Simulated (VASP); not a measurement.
# Sb (P4/mmm) in VASP: a series of runs

The runs below take Sb through single point, with PBEsol.

All numbers are computed with VASP 6.6.1; they aren't measurements. Logs are shortened: lines on timing, memory, paths and dates and some standing lists are left out, and cuts for length are marked.

### Step 1. The cell of the first run

It takes space group P4/mmm (No. 123, tetragonal). Conventional cell: a = 3.160 Å, b = 3.160 Å, c = 3.207 Å, α = 90.00°, β = 90.00°, γ = 90.00°. Within 4.2 Å of Sb (site symmetry 4/mmm) lie 6 Sb at 3.16 to 3.21 Å.

### Step 2. Single point, PBEsol (strain +0.0150 x Voigt [1, 0, 0, 0, 0, 0])

The input, INCAR:

```
ALGO     = Normal         # electronic algorithm
EDIFF    = 1E-6           # SCF threshold, eV
ENCUT    = 520            # plane-wave cutoff, eV
GGA      = PS             # functional
ISIF     = 2              # what is computed and relaxed
ISMEAR   = 0              # smearing method
LASPH    = T              # aspherical terms in the spheres
LCHARG   = F              # write CHGCAR
LREAL    = F              # projectors in reciprocal space
LWAVE    = F              # write WAVECAR
NBANDS   = 8              # bands
NELM     = 60             # most SCF steps
PREC     = Accurate       # precision mode
SIGMA    = 0.15           # smearing width, eV
```

The input, KPOINTS:

```
k-points
0
Gamma
  16 16 16
```

The input, POSCAR:

```
Sb
1.0
    3.2074000000      0.0000000000      0.0000000000
    0.0000000000      3.1600000000      0.0000000000
    0.0000000000      0.0000000000      3.1600000000
Sb
1
Direct
    0.0000000000      0.0000000000      0.0000000000
```

Potentials or basis: VASP PAW PBE potentials, release 64 (Sb).

Command:

```bash
$ cat potpaw_PBE.64/Sb/POTCAR > POTCAR
$ mpirun -np 1 vasp_std > vasp.out
```

OUTCAR:

```text
EDIFF = 1E-6
   ENCUT = 520
   GGA = PS
   ISIF = 2
   ISMEAR = 0
   LASPH = T
   LREAL = F
   NELM = 60
   PREC = Accurate

 ion  position               nearest neighbor table
   1  0.000  0.000  0.000-

  LATTYP: Found a simple tetragonal cell.
 ALAT       =     3.1600000000
 C/A-ratio  =     1.0150000000

  Lattice vectors:

 A1 = (   0.0000000000,   3.1600000000,   0.0000000000)
 A2 = (   0.0000000000,   0.0000000000,   3.1600000000)
 A3 = (   3.2074000000,   0.0000000000,   0.0000000000)

Analysis of symmetry for initial positions (statically):
=====================================================================
 Subroutine PRICEL returns:
 Original cell was already a primitive cell.

 Routine SETGRP: Setting up the symmetry group for a
 simple tetragonal supercell.

 Subroutine GETGRP returns: Found 16 space group operations
 (whereof 16 operations were pure point group operations)
 out of a pool of 16 trial point group operations.

The static configuration has the point symmetry D_4h.

Analysis of symmetry for dynamics (positions and initial velocities):
=====================================================================
 Subroutine PRICEL returns:
 Original cell was already a primitive cell.

 Routine SETGRP: Setting up the symmetry group for a
 simple tetragonal supercell.

 Subroutine GETGRP returns: Found 16 space group operations
 (whereof 16 operations were pure point group operations)
 out of a pool of 16 trial point group operations.

The dynamic configuration has the point symmetry D_4h.

 Subroutine INISYM returns: Found 16 space group operations
 (whereof 16 operations are pure point group operations),
 and found     1 'primitive' translations

----------------------------------------------------------------------------------------

                                     Primitive cell

  volume of cell :      32.0278

  direct lattice vectors                    reciprocal lattice vectors
     3.207400000  0.000000000  0.000000000     0.311779011  0.000000000  0.000000000
     0.000000000  3.160000000  0.000000000     0.000000000  0.316455696  0.000000000
     0.000000000  0.000000000  3.160000000     0.000000000  0.000000000  0.316455696

  length of vectors
     3.207400000  3.160000000  3.160000000     0.311779011  0.316455696  0.316455696

  position of ions in fractional coordinates (direct lattice)
     0.000000000  0.000000000  0.000000000

  ion indices of the primitive-cell ions
   primitive index   ion index
                 1           1

[... 78 lines left out ...]
   ISYM   =      2    0-nonsym 1-usesym 2-fastsym
   POTIM  = 0.5000    time-step for ionic-motion
   TEBEG  =    0.0;   TEEND  =   0.0 temperature during run
   PSTRESS=    0.0 pullay stress
   NELECT =       5.0000    total number of electrons
   NUPDOWN=      -1.0000    fix difference up-down
   EMIN   =  10.00;   EMAX   =-10.00  energy-range for DOS
   EFERMI =   0.00;   METHOD = LEGACY
   ISMEAR =     0;   SIGMA  =   0.15  broadening in eV -4-tet -1-fermi 0-gaus
   EFERMI_NEDOS =   21; number of points for ismear=-14 and -15
   IALGO  =     38    algorithm
   IMIX   =      4    mixing-type and parameters
     AMIX     =   0.40;   BMIX     =  1.00
     AMIX_MAG =   1.60;   BMIX_MAG =  1.00
  volume/ion in A,a.u.               =      32.03       216.13
  Fermi-wavevector in a.u.,A,eV,Ry     =   0.881500  1.665794 10.572306  0.777043
  Thomas-Fermi vector in A             =   2.002005
   LORBIT       =      0    0 simple, 1 ext, 2 COOP (PROOUT), +10 PAW based schemes
   GGA     = PS    functional components
   LHFCALC =     F    Hartree Fock is set to
   AEXX    =    0.0000 exact exchange contribution
   IVDW    =     0    specifies the selected vdW correction
   LEPSILON=     F    determine dielectric tensor
   LRPA    =     F    only Hartree local field effects (RPA)
 non-spin polarized calculation
 Gauss-broadening in eV      SIGMA  =   0.15
  energy-cutoff  :      520.00
  volume of cell :       32.03
 maximum number of plane-waves:       884
 NGX is ok and might be reduce to    24
   NGX = 11   NGY = 11   NGZ = 11

 number of electron       5.0000001 magnetization

 Free energy of the ion-electron system (eV)
  ---------------------------------------------------
  ext. energy  EPLUGINS =         0.00000000
  ---------------------------------------------------
  free energy    TOTEN  =        -4.47250992 eV

  energy without entropy =       -4.46644223  energy(sigma->0) =       -4.46947607

 E-fermi :   6.1162     XC(G=0):  -9.4577

 val. band max:        6.1145742873   @ k =   0.2500   0.4375   0.0000
 cond. band min:       6.1375055407   @ k =   0.4375   0.2500   0.0000
 fundamental gap:      0.0229312534
 Fermi energy:         6.1161681710

 k-point     1 :       0.0000    0.0000    0.0000
  band No.  band energies     occupation
      1      -5.7553      2.00000
      2       8.9466      0.00000
      3       9.3316      0.00000
      4       9.3316      0.00000
      5      12.8741      0.00000
      6      13.0924      0.00000
      7      13.8734      0.00000
      8      23.3752      0.00000
[... 243 lines left out ...]
 k-point    24 :       0.3125    0.1250    0.0000
  band No.  band energies     occupation
      1      -4.3731      2.00000
      2       3.2010      2.00000
      3       8.3482      0.00000
      4      10.5824      0.00000
      5      14.5802      0.00000
      6      15.5809      0.00000
      7      17.3662      0.00000
      8      19.0395      0.00000

 [... further k-points ...]

------------------------ aborting loop because EDIFF is reached ----------------------------------------

  FORCE on cell =-STRESS in cart. coord.  units (eV):
  Direction    XX          YY          ZZ          XY          YZ          ZX
  --------------------------------------------------------------------------------------
  -------------------------------------------------------------------------------------
  Total       -1.2367584     -1.0024641     -1.0024641     -0.0000000      0.0000000      0.0000000
  in kB      -61.8682946    -50.1478265    -50.1478265     -0.0000000      0.0000000      0.0000000
  external PRESSURE =     -54.0546492 kB  Pullay stress =       0.0000000 kB

 VOLUME and BASIS-vectors are now :
 -----------------------------------------------------------------------------
  energy-cutoff  :      520.00
  volume of cell :       32.03
      direct lattice vectors                 reciprocal lattice vectors
     3.207400000  0.000000000  0.000000000     0.311779011  0.000000000  0.000000000
     0.000000000  3.160000000  0.000000000     0.000000000  0.316455696  0.000000000
     0.000000000  0.000000000  3.160000000     0.000000000  0.000000000  0.316455696

 POSITION                                       TOTAL-FORCE (eV/Angst)
 -----------------------------------------------------------------------------------
      0.00000      0.00000      0.00000         0.000000      0.000000      0.000000
 -----------------------------------------------------------------------------------
    total drift:                               -0.000000      0.000000      0.000000

  FREE ENERGIE OF THE ION-ELECTRON SYSTEM (eV)
  ---------------------------------------------------
  free  energy   TOTEN  =        -4.4725099180 eV

  energy  without entropy=       -4.4664422257  energy(sigma->0) =       -4.46947607
```

Wall time 61 s (1 thread of Intel Xeon 8259CL, shared host); peak memory 0.22 GiB.

What came out:

```
Free energy : -4.4725 eV
Pressure    : -5.4 GPa
```

Caveat: the cell differs from its parent crystal (strain +0.0150 x Voigt [1, 0, 0, 0, 0, 0]); the PAW data sets were made with another functional, which shifts forces and pressure a little; spin-orbit coupling is left out, which moves the levels of the heavy elements.

### Step 3. Single point, PBEsol (strain +0.0200 x Voigt [1, 0, 0, 0, 0, 0])

The input, INCAR:

```
SYSTEM = Sb
ALGO = Normal ; EDIFF = 1E-6
ENCUT = 520 ; GGA = PS
ISIF = 2 ; ISMEAR = 0
LASPH = .TRUE. ; LCHARG = .FALSE.
LREAL = .FALSE. ; LWAVE = .FALSE.
NBANDS = 8 ; NELM = 100
PREC = Accurate ; SIGMA = 0.15
```

The input, KPOINTS:

```
k-points
0
G
  16 16 16
  0 0 0
```

Changes to POSCAR since step 2:

```diff
@@ -2,3 +2,3 @@
 1.0
-    3.2074000000      0.0000000000      0.0000000000
+    3.2232000000      0.0000000000      0.0000000000
     0.0000000000      3.1600000000      0.0000000000
```

Potentials or basis: VASP PAW PBE potentials, release 64 (Sb).

Command:

```bash
$ cat potpaw_PBE.64/Sb/POTCAR > POTCAR
$ mpirun -np 1 vasp_std > vasp.out
```

OUTCAR:

```text
SYSTEM = Sb
   EDIFF = 1E-6
   ENCUT = 520
   GGA = PS
   ISIF = 2
   ISMEAR = 0
   LASPH = .TRUE.
   LREAL = .FALSE.
   NELM = 100
   PREC = Accurate

 ion  position               nearest neighbor table
   1  0.000  0.000  0.000-

  LATTYP: Found a simple tetragonal cell.
 ALAT       =     3.1600000000
 C/A-ratio  =     1.0200000000

  Lattice vectors:

 A1 = (   0.0000000000,   3.1600000000,   0.0000000000)
 A2 = (   0.0000000000,   0.0000000000,   3.1600000000)
 A3 = (   3.2232000000,   0.0000000000,   0.0000000000)

Analysis of symmetry for initial positions (statically):
=====================================================================
 Subroutine PRICEL returns:
 Original cell was already a primitive cell.

 Routine SETGRP: Setting up the symmetry group for a
 simple tetragonal supercell.

 Subroutine GETGRP returns: Found 16 space group operations
 (whereof 16 operations were pure point group operations)
 out of a pool of 16 trial point group operations.

The static configuration has the point symmetry D_4h.

Analysis of symmetry for dynamics (positions and initial velocities):
=====================================================================
 Subroutine PRICEL returns:
 Original cell was already a primitive cell.

 Routine SETGRP: Setting up the symmetry group for a
 simple tetragonal supercell.

 Subroutine GETGRP returns: Found 16 space group operations
 (whereof 16 operations were pure point group operations)
 out of a pool of 16 trial point group operations.

The dynamic configuration has the point symmetry D_4h.

 Subroutine INISYM returns: Found 16 space group operations
 (whereof 16 operations are pure point group operations),
 and found     1 'primitive' translations

----------------------------------------------------------------------------------------

                                     Primitive cell

  volume of cell :      32.1856

  direct lattice vectors                    reciprocal lattice vectors
     3.223200000  0.000000000  0.000000000     0.310250683  0.000000000  0.000000000
     0.000000000  3.160000000  0.000000000     0.000000000  0.316455696  0.000000000
     0.000000000  0.000000000  3.160000000     0.000000000  0.000000000  0.316455696

  length of vectors
     3.223200000  3.160000000  3.160000000     0.310250683  0.316455696  0.316455696

  position of ions in fractional coordinates (direct lattice)
     0.000000000  0.000000000  0.000000000

  ion indices of the primitive-cell ions
   primitive index   ion index
                 1           1

----------------------------------------------------------------------------------------

 KPOINTS: k-points

Automatic generation of k-mesh.
 Grid dimensions read from file:
 generate k-points for:   16   16   16

 Generating k-lattice:

  Cartesian coordinates                     Fractional coordinates (reciprocal lattice)
     0.019390668  0.000000000  0.000000000     0.062500000  0.000000000  0.000000000
     0.000000000  0.019778481  0.000000000     0.000000000  0.062500000  0.000000000
     0.000000000  0.000000000  0.019778481     0.000000000  0.000000000  0.062500000

  Length of vectors
     0.019390668  0.019778481  0.019778481

  Shift w.r.t. Gamma in fractional coordinates (k-lattice)
     0.000000000  0.000000000  0.000000000

 Subroutine IBZKPT returns following result:
 ===========================================

 Found    405 irreducible k-points:

 Following reciprocal coordinates:
            Coordinates               Weight
  0.000000  0.000000  0.000000      1.000000
  0.062500  0.000000  0.000000      2.000000
  0.125000  0.000000  0.000000      2.000000
  0.187500  0.000000  0.000000      2.000000
  0.250000  0.000000  0.000000      2.000000
  0.312500  0.000000  0.000000      2.000000
[... 16 lines left out ...]
  0.250000  0.125000  0.000000      8.000000
  0.312500  0.125000  0.000000      8.000000
 [... further k-points ...]
   k-points           NKPTS =    405   k-points in BZ     NKDIM =    405   number of bands    NBANDS=      8
   number of dos      NEDOS =    301   number of ions     NIONS =      1
   total plane-waves  NPLWV =  13824
   dimension x,y,z NGX =    24 NGY =   24 NGZ =   24
   dimension x,y,z NGXF=    48 NGYF=   48 NGZF=   48
   ions per type =               1
   NGX,Y,Z   is equivalent  to a cutoff of  12.38, 12.63, 12.63 a.u.
   NGXF,Y,Z  is equivalent  to a cutoff of  24.76, 25.25, 25.25 a.u.
 SYSTEM =  Sb
   PREC   = accura    normal or accurate (medium, high low for compatibility)
   ISTART =      0    job   : 0-new  1-cont  2-samecut
   ICHARG =      2    charge: 1-file 2-atom 10-const
   ISPIN  =      1    spin polarized calculation?
   LNONCOLLINEAR =      F non collinear calculations
   LSORBIT =      F    spin-orbit coupling
   LASPH  =      T    aspherical Exc in radial PAW
   ENCUT  =  520.0 eV  38.22 Ry    6.18 a.u.   5.99  5.88  5.88*2*pi/ulx,y,z
   NELM   =    100;   NELMIN=  2; NELMDL= -5     # of ELM steps
   EDIFF  = 0.1E-05   stopping-criterion for ELM
   LREAL  =      F    real-space projection
   EDIFFG = 0.1E-04   stopping-criterion for IOM
   NSW    =      0    number of steps for IOM
   IBRION =     -1    ionic relax: 0-MD 1-quasi-New 2-CG
   NFREE  =      0    steps in history (QN), initial steepest desc. (CG)
   ISIF   =      2    stress and relaxation
   ISYM   =      2    0-nonsym 1-usesym 2-fastsym
   POTIM  = 0.5000    time-step for ionic-motion
   TEBEG  =    0.0;   TEEND  =   0.0 temperature during run
   PSTRESS=    0.0 pullay stress
   NELECT =       5.0000    total number of electrons
   NUPDOWN=      -1.0000    fix difference up-down
   EMIN   =  10.00;   EMAX   =-10.00  energy-range for DOS
   EFERMI =   0.00;   METHOD = LEGACY
   ISMEAR =     0;   SIGMA  =   0.15  broadening in eV -4-tet -1-fermi 0-gaus
   EFERMI_NEDOS =   21; number of points for ismear=-14 and -15
   IALGO  =     38    algorithm
   IMIX   =      4    mixing-type and parameters
     AMIX     =   0.40;   BMIX     =  1.00
     AMIX_MAG =   1.60;   BMIX_MAG =  1.00
  volume/ion in A,a.u.               =      32.19       217.20
  Fermi-wavevector in a.u.,A,eV,Ry     =   0.880057  1.663067 10.537728  0.774501
  Thomas-Fermi vector in A             =   2.000366
   LORBIT       =      0    0 simple, 1 ext, 2 COOP (PROOUT), +10 PAW based schemes
   GGA     = PS    functional components
   LHFCALC =     F    Hartree Fock is set to
   AEXX    =    0.0000 exact exchange contribution
   IVDW    =     0    specifies the selected vdW correction
   LEPSILON=     F    determine dielectric tensor
   LRPA    =     F    only Hartree local field effects (RPA)
 non-spin polarized calculation
 Gauss-broadening in eV      SIGMA  =   0.15
  energy-cutoff  :      520.00
  volume of cell :       32.19
 maximum number of plane-waves:       892
 NGX is ok and might be reduce to    24
   NGX = 11   NGY = 11   NGZ = 11

 number of electron       5.0000001 magnetization

 Free energy of the ion-electron system (eV)
  ---------------------------------------------------
  ext. energy  EPLUGINS =         0.00000000
  ---------------------------------------------------
  free energy    TOTEN  =        -4.46623335 eV

  energy without entropy =       -4.45996886  energy(sigma->0) =       -4.46310110

 E-fermi :   6.0599     XC(G=0):  -9.4372

 val. band max:        6.0386358624   @ k =   0.2500   0.4375   0.0000
 cond. band min:       6.0627205936   @ k =   0.0000   0.1875   0.1875
 fundamental gap:      0.0240847311
 Fermi energy:         6.0598810128

 k-point     1 :       0.0000    0.0000    0.0000
  band No.  band energies     occupation
      1      -5.7796      2.00000
      2       8.7952      0.00000
      3       9.3031      0.00000
      4       9.3031      0.00000
      5      12.7565      0.00000
      6      13.0594      0.00000
      7      13.8163      0.00000
      8      23.2683      0.00000
[... 243 lines left out ...]
 k-point    24 :       0.3125    0.1250    0.0000
  band No.  band energies     occupation
      1      -4.4219      2.00000
      2       3.1429      2.00000
      3       8.2963      0.00000
      4      10.5295      0.00000
      5      14.5365      0.00000
      6      15.5233      0.00000
      7      17.3111      0.00000
      8      18.9845      0.00000

 [... further k-points ...]

------------------------ aborting loop because EDIFF is reached ----------------------------------------

  FORCE on cell =-STRESS in cart. coord.  units (eV):
  Direction    XX          YY          ZZ          XY          YZ          ZX
  --------------------------------------------------------------------------------------
  -------------------------------------------------------------------------------------
  Total       -1.3204686     -1.0154660     -1.0154660      0.0000000      0.0000000      0.0000000
  in kB      -65.7320615    -50.5492330    -50.5492330      0.0000000      0.0000000      0.0000000
  external PRESSURE =     -55.6101759 kB  Pullay stress =       0.0000000 kB

 VOLUME and BASIS-vectors are now :
 -----------------------------------------------------------------------------
  energy-cutoff  :      520.00
  volume of cell :       32.19
      direct lattice vectors                 reciprocal lattice vectors
     3.223200000  0.000000000  0.000000000     0.310250683  0.000000000  0.000000000
     0.000000000  3.160000000  0.000000000     0.000000000  0.316455696  0.000000000
     0.000000000  0.000000000  3.160000000     0.000000000  0.000000000  0.316455696

 POSITION                                       TOTAL-FORCE (eV/Angst)
 -----------------------------------------------------------------------------------
      0.00000      0.00000      0.00000         0.000000      0.000000      0.000000
 -----------------------------------------------------------------------------------
    total drift:                               -0.000000      0.000000      0.000000

  FREE ENERGIE OF THE ION-ELECTRON SYSTEM (eV)
  ---------------------------------------------------
  free  energy   TOTEN  =        -4.4662333509 eV

  energy  without entropy=       -4.4599688574  energy(sigma->0) =       -4.46310110
```

OSZICAR:

```text
N       E                     dE             d eps       ncg     rms          rms(c)
DAV:   1     0.462922220161E+01    0.46292E+01   -0.16269E+03  6512   0.403E+02
DAV:   2    -0.435086986367E+01   -0.89801E+01   -0.86811E+01  9240   0.511E+01
DAV:   3    -0.446698811659E+01   -0.11612E+00   -0.11508E+00  7592   0.653E+00
DAV:   4    -0.446753744242E+01   -0.54933E-03   -0.54928E-03  9904   0.547E-01
DAV:   5    -0.446753953308E+01   -0.20907E-05   -0.20908E-05  8224   0.219E-02    0.161E+00
DAV:   6    -0.446673199424E+01    0.80754E-03   -0.10049E-03  7984   0.167E-01    0.940E-01
DAV:   7    -0.446622761921E+01    0.50438E-03   -0.21826E-03  7232   0.244E-01    0.643E-02
DAV:   8    -0.446623248868E+01   -0.48695E-05   -0.60110E-05  8416   0.506E-02    0.619E-03
DAV:   9    -0.446623335089E+01   -0.86222E-06   -0.99015E-07  9448   0.730E-03
   1 F= -.44662334E+01 E0= -.44631011E+01  d E =-.626449E-02
```

It took 56 s on 1 thread of Intel Xeon 8259CL, shared host; peak memory 0.22 GiB.

What came out:

```
Free energy : -4.4662 eV
Pressure    : -5.6 GPa
```

Levels at points of the mesh, in eV from the Fermi level:
```
           k point  band 1  band 2  band 3  band 4  band 5  band 6  band 7
(0.00, 0.00, 0.00)  -11.84    2.74    3.24    3.24    6.70    7.00    7.76
(0.50, 0.00, 0.00)   -9.84   -5.05    4.89    4.89    8.85   10.49   10.93
(0.00, 0.50, 0.00)   -9.61   -5.11    4.57    5.08    8.84   10.19   10.91
(0.50, 0.50, 0.00)   -7.51   -3.35   -3.09    2.38    6.72   12.35   13.01
(0.00, 0.50, 0.50)   -7.26   -3.18   -3.18    2.42    6.38   12.19   12.81
(0.50, 0.50, 0.50)   -4.96   -1.55   -1.55   -1.27    4.82    4.97    4.97
```

Caveat: the cell differs from its parent crystal (strain +0.0200 x Voigt [1, 0, 0, 0, 0, 0]); the PAW data sets were made with another functional, which shifts forces and pressure a little; spin-orbit coupling is left out, which moves the levels of the heavy elements.

(Continued in part 2 of 2.)
